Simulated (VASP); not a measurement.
Input of a VASP 6.6.1 run:

INCAR

```
PREC = Accurate ; ENCUT = 520
EDIFF = 1E-7 ; ISMEAR = -1
SIGMA = 0.02 ; LREAL = False
LASPH = True ; NELM = 100
ALGO = Normal ; ISIF = 2
LWAVE = False ; LCHARG = False
GGA = PE ; NBANDS = 16
```

Contents of KPOINTS:

```
regular mesh
0
Gamma
  11 11 4
```

Contents of POSCAR:

```
BN
1.0
    2.5531020489      0.0000000000      0.0000000000
   -1.2765510245      2.2110512328      0.0000000000
    0.0000000000      0.0000000000      6.7918449327
B N
2 2
Direct
    0.3333333333      0.6666666667      0.2500000000
    0.6666666667      0.3333333333      0.7500000000
    0.3333333333      0.6666666667      0.7500000000
    0.6666666667      0.3333333333      0.2500000000
```

Potentials or basis: VASP PAW PBE potentials, release 64 (B, N).

Command:

```console
$ cat potpaw_PBE.64/B/POTCAR potpaw_PBE.64/N/POTCAR > POTCAR
$ mpirun -np 1 vasp_std > vasp.out
```

(1) Predict the pressure.

(2) What does it give for the band gap on the k mesh?

Results:

(1) -9.6 GPa.

(2) 4.25 eV, indirect (least direct gap 4.53 eV).

Caveat: this functional lacks dispersion, which binds the layers, so the pressure and a relaxed spacing across them are unreliable.
